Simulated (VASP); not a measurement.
# HfN (Fm-3m) in VASP: a series of runs

Runs on HfN. Level: PBE. Tasks: single point.

Everything below comes from runs of VASP 6.6.1. Logs are shortened: lines on timing, memory, paths and dates and some standing lists are left out, and cuts for length are marked.

### 1 The cell of the first run

It takes space group Fm-3m (No. 225, cubic). Conventional cell: a = 4.547 Å, b = 4.547 Å, c = 4.547 Å, α = 90.00°, β = 90.00°, γ = 90.00°. Within 3.0 Å of Hf (site symmetry m-3m) lie 6 N at 2.27 Å. Within 3.0 Å of N (site symmetry m-3m) lie 6 Hf at 2.27 Å.

### 2 Single point, PBE

The input, INCAR:

```
PREC = Accurate ; ENCUT = 600
EDIFF = 1E-6 ; ISMEAR = 0
SIGMA = 0.1 ; LREAL = False
LASPH = True ; NELM = 120
ALGO = Normal ; ISIF = 2
LWAVE = False ; LCHARG = False
GGA = PE ; NBANDS = 14
GGA_COMPAT = False
```

The input, KPOINTS:

```
regular mesh
0
Gamma
  6 6 6
```

The input, POSCAR:

```
HfN
1.0
    0.0000000000      2.2735880707      2.2735880707
    2.2735880707      0.0000000000      2.2735880707
    2.2735880707      2.2735880707      0.0000000000
Hf N
1 1
Direct
    0.0000000000      0.0000000000      0.0000000000
    0.5000000000      0.5000000000      0.5000000000
```

Potentials or basis: VASP PAW PBE potentials, release 64 (Hf_pv, N).

The run is started by

```console
$ cat potpaw_PBE.64/Hf_pv/POTCAR potpaw_PBE.64/N/POTCAR > POTCAR
$ mpirun -np 1 vasp_std > vasp.out
```

OUTCAR:

```text
PREC = Accurate
   ENCUT = 600
   EDIFF = 1E-6
   ISMEAR = 0
   LREAL = False
   LASPH = True
   NELM = 120
   ISIF = 2
   GGA = PE

 ion  position               nearest neighbor table
   1  0.000  0.000  0.000-   2 2.27   2 2.27   2 2.27   2 2.27   2 2.27   2 2.27
   2  0.500  0.500  0.500-   1 2.27   1 2.27   1 2.27   1 2.27   1 2.27   1 2.27

  LATTYP: Found a face centered cubic cell.
 ALAT       =     4.5471761414

  Lattice vectors:

 A1 = (   0.0000000000,   2.2735880707,   2.2735880707)
 A2 = (   2.2735880707,   0.0000000000,   2.2735880707)
 A3 = (   2.2735880707,   2.2735880707,   0.0000000000)

Analysis of symmetry for initial positions (statically):
=====================================================================
 Subroutine PRICEL returns:
 Original cell was already a primitive cell.

 Routine SETGRP: Setting up the symmetry group for a
 face centered cubic supercell.

 Subroutine GETGRP returns: Found 48 space group operations
 (whereof 48 operations were pure point group operations)
 out of a pool of 48 trial point group operations.

The static configuration has the point symmetry O_h .

Analysis of symmetry for dynamics (positions and initial velocities):
=====================================================================
 Subroutine PRICEL returns:
 Original cell was already a primitive cell.

 Routine SETGRP: Setting up the symmetry group for a
 face centered cubic supercell.

 Subroutine GETGRP returns: Found 48 space group operations
 (whereof 48 operations were pure point group operations)
 out of a pool of 48 trial point group operations.

The dynamic configuration has the point symmetry O_h .

 Subroutine INISYM returns: Found 48 space group operations
 (whereof 48 operations are pure point group operations),
 and found     1 'primitive' translations

----------------------------------------------------------------------------------------

                                     Primitive cell

  volume of cell :      23.5053

  direct lattice vectors                    reciprocal lattice vectors
     0.000000000  2.273588071  2.273588071    -0.219916706  0.219916706  0.219916706
     2.273588071  0.000000000  2.273588071     0.219916706 -0.219916706  0.219916706
     2.273588071  2.273588071  0.000000000     0.219916706  0.219916706 -0.219916706

  length of vectors
     3.215339085  3.215339085  3.215339085     0.380906909  0.380906909  0.380906909

  position of ions in fractional coordinates (direct lattice)
[... 8 lines left out ...]
----------------------------------------------------------------------------------------

 KPOINTS: regular mesh

Automatic generation of k-mesh.
 Grid dimensions read from file:
 generate k-points for:    6    6    6

 Generating k-lattice:

  Cartesian coordinates                     Fractional coordinates (reciprocal lattice)
    -0.036652784  0.036652784  0.036652784     0.166666667  0.000000000  0.000000000
     0.036652784 -0.036652784  0.036652784     0.000000000  0.166666667  0.000000000
     0.036652784  0.036652784 -0.036652784     0.000000000  0.000000000  0.166666667

  Length of vectors
     0.063484485  0.063484485  0.063484485

  Shift w.r.t. Gamma in fractional coordinates (k-lattice)
     0.000000000  0.000000000  0.000000000

 Subroutine IBZKPT returns following result:
 ===========================================

 Found     16 irreducible k-points:

 Following reciprocal coordinates:
            Coordinates               Weight
  0.000000  0.000000  0.000000      1.000000
  0.166667  0.000000  0.000000      8.000000
  0.333333  0.000000  0.000000      8.000000
  0.500000  0.000000  0.000000      4.000000
  0.166667  0.166667  0.000000      6.000000
  0.333333  0.166667  0.000000     24.000000
[... 8 lines left out ...]
 -0.333333  0.333333  0.166667     24.000000
 -0.333333  0.500000  0.166667     12.000000
   k-points           NKPTS =     16   k-points in BZ     NKDIM =     16   number of bands    NBANDS=     14
   number of dos      NEDOS =    301   number of ions     NIONS =      2
   total plane-waves  NPLWV =  21952
   dimension x,y,z NGX =    28 NGY =   28 NGZ =   28
   dimension x,y,z NGXF=    56 NGYF=   56 NGZF=   56
   ions per type =               1   1
   NGX,Y,Z   is equivalent  to a cutoff of  14.48, 14.48, 14.48 a.u.
   NGXF,Y,Z  is equivalent  to a cutoff of  28.95, 28.95, 28.95 a.u.
 SYSTEM =  unknown system
   PREC   = accura    normal or accurate (medium, high low for compatibility)
   ISTART =      0    job   : 0-new  1-cont  2-samecut
   ICHARG =      2    charge: 1-file 2-atom 10-const
   ISPIN  =      1    spin polarized calculation?
   LNONCOLLINEAR =      F non collinear calculations
   LSORBIT =      F    spin-orbit coupling
   LASPH  =      T    aspherical Exc in radial PAW
   ENCUT  =  600.0 eV  44.10 Ry    6.64 a.u.   6.42  6.42  6.42*2*pi/ulx,y,z
   NELM   =    120;   NELMIN=  2; NELMDL= -5     # of ELM steps
   EDIFF  = 0.1E-05   stopping-criterion for ELM
   LREAL  =      F    real-space projection
   EDIFFG = 0.1E-04   stopping-criterion for IOM
   NSW    =      0    number of steps for IOM
   IBRION =     -1    ionic relax: 0-MD 1-quasi-New 2-CG
   NFREE  =      0    steps in history (QN), initial steepest desc. (CG)
   ISIF   =      2    stress and relaxation
   ISYM   =      2    0-nonsym 1-usesym 2-fastsym
   POTIM  = 0.5000    time-step for ionic-motion
   TEBEG  =    0.0;   TEEND  =   0.0 temperature during run
   PSTRESS=    0.0 pullay stress
   NELECT =      15.0000    total number of electrons
   NUPDOWN=      -1.0000    fix difference up-down
   EMIN   =  10.00;   EMAX   =-10.00  energy-range for DOS
   EFERMI =   0.00;   METHOD = LEGACY
   ISMEAR =     0;   SIGMA  =   0.10  broadening in eV -4-tet -1-fermi 0-gaus
   EFERMI_NEDOS =   21; number of points for ismear=-14 and -15
   IALGO  =     38    algorithm
   IMIX   =      4    mixing-type and parameters
     AMIX     =   0.40;   BMIX     =  1.00
     AMIX_MAG =   1.60;   BMIX_MAG =  1.00
  volume/ion in A,a.u.               =      11.75        79.31
  Fermi-wavevector in a.u.,A,eV,Ry     =   1.409452  2.663477 27.028702  1.986554
  Thomas-Fermi vector in A             =   2.531506
   LORBIT       =      0    0 simple, 1 ext, 2 COOP (PROOUT), +10 PAW based schemes
   GGA     = PE    functional components
   LHFCALC =     F    Hartree Fock is set to
   AEXX    =    0.0000 exact exchange contribution
   IVDW    =     0    specifies the selected vdW correction
   LEPSILON=     F    determine dielectric tensor
   LRPA    =     F    only Hartree local field effects (RPA)
 non-spin polarized calculation
 Gauss-broadening in eV      SIGMA  =   0.10
  energy-cutoff  :      600.00
  volume of cell :       23.51
 maximum number of plane-waves:       797
 NGX is ok and might be reduce to    28
   NGX = 13   NGY = 13   NGZ = 13

 number of electron      15.0000000 magnetization

 Free energy of the ion-electron system (eV)
  ---------------------------------------------------
  ext. energy  EPLUGINS =         0.00000000
  ---------------------------------------------------
  free energy    TOTEN  =       -21.79729585 eV

  energy without entropy =      -21.79563122  energy(sigma->0) =      -21.79646354

 E-fermi :   8.3561     XC(G=0): -12.6317

 val. band max:        8.3084119719   @ k =   0.1667   0.0000   0.0000
 cond. band min:       8.6757428683   @ k =   0.1667   0.0000   0.0000
 fundamental gap:      0.3673308964
 Fermi energy:         8.3561042193

 k-point     1 :       0.0000    0.0000    0.0000
  band No.  band energies     occupation
      1     -23.0292      2.00000
      2     -23.0292      2.00000
      3     -23.0292      2.00000
      4      -9.1722      2.00000
      5       5.2225      2.00000
      6       5.2225      2.00000
      7       5.2225      2.00000
      8       7.8719      2.00000
      9       7.8719      2.00000
     10       7.8719      2.00000
     11       9.8321      0.00000
     12      10.1291      0.00000
     13      10.1291      0.00000
     14      17.7301      0.00000

 k-point     2 :       0.1667    0.0000    0.0000
  band No.  band energies     occupation
      1     -23.2676      2.00000
      2     -23.0499      2.00000
      3     -23.0499      2.00000
      4      -8.5944      2.00000
      5       3.2180      2.00000
      6       4.0501      2.00000
      7       4.0501      2.00000
      8       8.3084      1.49999
      9       8.6757      0.00001
     10       8.6757      0.00001
     11      11.4917      0.00000
     12      11.8763      0.00000
     13      11.8763      0.00000
     14      19.6163      0.00000

 k-point     3 :       0.3333    0.0000    0.0000
  band No.  band energies     occupation
      1     -23.7101      2.00000
      2     -23.0905      2.00000
      3     -23.0905      2.00000
      4      -7.3231      2.00000
      5       0.6260      2.00000
      6       2.6519      2.00000
      7       2.6519      2.00000
      8       9.5049      0.00000
      9      10.5142      0.00000
     10      10.5142      0.00000
     11      13.4355      0.00000
     12      14.9317      0.00000
     13      14.9317      0.00000
     14      20.2674      0.00000

 k-point     4 :       0.5000    0.0000    0.0000
  band No.  band energies     occupation
      1     -23.9169      2.00000
      2     -23.1107      2.00000
      3     -23.1107      2.00000
      4      -6.5576      2.00000
      5      -0.5563      2.00000
      6       2.1335      2.00000
      7       2.1335      2.00000
      8      11.4038      0.00000
      9      11.8141      0.00000
     10      11.8141      0.00000
     11      12.5393      0.00000
     12      16.8175      0.00000
     13      16.8175      0.00000
     14      19.9435      0.00000

 k-point     5 :       0.1667    0.1667    0.0000
  band No.  band energies     occupation
      1     -23.2503      2.00000
      2     -23.1017      2.00000
      3     -23.1017      2.00000
      4      -8.4974      2.00000
      5       2.4308      2.00000
      6       4.5841      2.00000
      7       4.5841      2.00000
      8       6.7078      2.00000
      9       9.8155      0.00000
     10       9.8155      0.00000
     11      10.5248      0.00000
[... 140 lines left out ...]
 k-point    14 :       0.5000    0.3333    0.1667
  band No.  band energies     occupation
      1     -23.6636      2.00000
      2     -23.3502      2.00000
      3     -23.1928      2.00000
      4      -7.4202      2.00000
      5       1.1557      2.00000
      6       2.8376      2.00000
      7       3.1143      2.00000
      8       7.8094      2.00000
      9      11.6944      0.00000
     10      12.2797      0.00000
     11      12.5703      0.00000
     12      14.9690      0.00000
     13      17.3179      0.00000
     14      19.0757      0.00000

 k-point    15 :      -0.3333    0.3333    0.1667
  band No.  band energies     occupation
      1     -23.6841      2.00000
      2     -23.4396      2.00000
      3     -23.2442      2.00000
      4      -7.2812      2.00000
      5       1.2322      2.00000
      6       2.6602      2.00000
      7       2.7964      2.00000
      8       9.4898      0.00000
      9       9.7094      0.00000
     10      12.9481      0.00000
     11      14.0342      0.00000
     12      15.0451      0.00000
     13      18.4655      0.00000
     14      18.6557      0.00000

 k-point    16 :      -0.3333    0.5000    0.1667
  band No.  band energies     occupation
      1     -23.6564      2.00000
      2     -23.4315      2.00000
      3     -23.3415      2.00000
      4      -7.6574      2.00000
      5       2.6570      2.00000
      6       2.7321      2.00000
      7       3.0343      2.00000
      8       7.4438      2.00000
      9      11.2220      0.00000
     10      13.2465      0.00000
     11      13.5905      0.00000
     12      14.3946      0.00000
     13      17.2370      0.00000
     14      18.9580      0.00000

------------------------ aborting loop because EDIFF is reached ----------------------------------------

  FORCE on cell =-STRESS in cart. coord.  units (eV):
  Direction    XX          YY          ZZ          XY          YZ          ZX
  --------------------------------------------------------------------------------------
  -------------------------------------------------------------------------------------
  Total       -0.3690711     -0.3690711     -0.3690711      0.0000000     -0.0000000      0.0000000
  in kB      -25.1567942    -25.1567942    -25.1567942      0.0000000     -0.0000000      0.0000000
  external PRESSURE =     -25.1567942 kB  Pullay stress =       0.0000000 kB

 VOLUME and BASIS-vectors are now :
 -----------------------------------------------------------------------------
  energy-cutoff  :      600.00
  volume of cell :       23.51
      direct lattice vectors                 reciprocal lattice vectors
     0.000000000  2.273588071  2.273588071    -0.219916706  0.219916706  0.219916706
     2.273588071  0.000000000  2.273588071     0.219916706 -0.219916706  0.219916706
     2.273588071  2.273588071  0.000000000     0.219916706  0.219916706 -0.219916706

 POSITION                                       TOTAL-FORCE (eV/Angst)
 -----------------------------------------------------------------------------------
      0.00000      0.00000      0.00000         0.000000      0.000000      0.000000
      2.27359      2.27359      2.27359        -0.000000     -0.000000     -0.000000
 -----------------------------------------------------------------------------------
    total drift:                                0.000000      0.000000      0.000000

  FREE ENERGIE OF THE ION-ELECTRON SYSTEM (eV)
  ---------------------------------------------------
  free  energy   TOTEN  =       -21.7972958545 eV

  energy  without entropy=      -21.7956312200  energy(sigma->0) =      -21.79646354
```

Wall time 9.2 s (1 thread of AMD EPYC 7R13 (Zen 3), shared host); peak memory 0.13 GiB.

Results:

```yaml
Free_energy: -21.7973 eV
Pressure: -2.5 GPa
```

Caveat: the k points lie up to 0.40 Å⁻¹ apart; spin-orbit coupling is left out, which moves the levels of the heavy elements.

(Continued in part 2 of 2.)
